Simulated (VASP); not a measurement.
Input of a VASP 6.6.1 run:

Contents of POSCAR:

```
Ru
1.0
    2.7061557017      0.0000000000      0.0000000000
   -1.3530778508      2.3435995843      0.0000000000
    0.0000000000      0.0000000000      4.2551733744
Ru
2
Direct
    0.3333333333      0.6666666667      0.2500000000
    0.6666666667      0.3333333333      0.7500000000
```

INCAR.step1

```
SYSTEM = Ru
PREC = Accurate
ENCUT = 550
ISMEAR = -1
SIGMA = 0.05
LREAL = .FALSE.
LASPH = .TRUE.
NELM = 200
ISPIN = 2
MAGMOM = 1 1
LMAXMIX = 4
NBANDS = 25
GGA = PE
ALGO = Normal
EDIFF = 1E-5
LWAVE = .TRUE.
LCHARG = .FALSE.
GGA_COMPAT = .FALSE.
```

The input INCAR.step2:

```
SYSTEM = Ru
PREC = Accurate
ENCUT = 550
EDIFF = 1E-6
ISMEAR = -1
SIGMA = 0.05
LREAL = .FALSE.
LASPH = .TRUE.
NELM = 200
ALGO = Normal
ISIF = 2
LWAVE = .FALSE.
LCHARG = .FALSE.
ISPIN = 2
MAGMOM = 1 1
LORBIT = 11
LMAXMIX = 4
METAGGA = R2SCAN
LMIXTAU = .TRUE.
NBANDS = 25
ISTART = 1
GGA_COMPAT = .FALSE.
```

The input KPOINTS:

```
Automatic mesh
0
G
  22 22 12
  0 0 0
```

Potentials or basis: VASP PAW PBE potentials, release 64 (Ru_pv).

Run with:

```bash
$ cat potpaw_PBE.64/Ru_pv/POTCAR > POTCAR
$ cp INCAR.step1 INCAR
$ mpirun -np 1 vasp_std > vasp.out
$ cp INCAR.step2 INCAR
$ mpirun -np 1 vasp_std > vasp.out
```

(1) Estimate the band gap on the k mesh.

(2) Predict the net moment.

Results:

(1) zero (filled and empty bands overlap).

(2) 0.00 μB per cell.

Caveat: an empty level that is flat over the whole mesh can mark a ghost state of the potentials, or a narrow d or f band.
